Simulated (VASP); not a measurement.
Crystal: RbBr.

```
Rb Br
1.0
     4.12608    0.00000    0.00000
     0.00000    4.12608    0.00000
     0.00000    0.00000    4.12608
Rb Br
1 1
Cartesian
  0.0000 0.0000 0.0000
  2.0630 2.0630 2.0630
```

* Program: VASP 6.6.1
* Task: relaxation of cell and atoms
* Functional: PBE
* Potentials or basis: VASP PAW PBE potentials, release 64 (Rb_sv, Br)
* Cutoff: 600 eV
* k mesh: 7 × 7 × 7
* Occupations: fermi-dirac, width 0.05 eV
* Spin: no spin polarisation

At the start: pressure 0.8 GPa; volume 35.12 Å³/atom.

Task: Where does the relaxation end?

Result: Over 3 steps the energy falls by 4.7 meV/atom and the volume is 37.14 Å³/atom (+5.7 %); space group Pm-3m (No. 221, to 0.05 Å).

Step by step:
| step | energy change (eV) | largest force (eV/Å) | pressure (GPa) | volume (Å³) |
| --- | --- | --- | --- | --- |
| 1 | 0.0000 | 0.0000 | 0.84 | 70.24 |
| 2 | -0.0072 | 0.0000 | 0.39 | 72.13 |
| 3 | -0.0094 | 0.0000 | -0.04 | 74.27 |

Final structure:
```
Rb Br
1.0
     4.20352    0.00000    0.00000
     0.00000    4.20352    0.00000
     0.00000    0.00000    4.20352
Rb Br
1 1
Direct
  0.00000 0.00000 0.00000
  0.50000 0.50000 0.50000
```
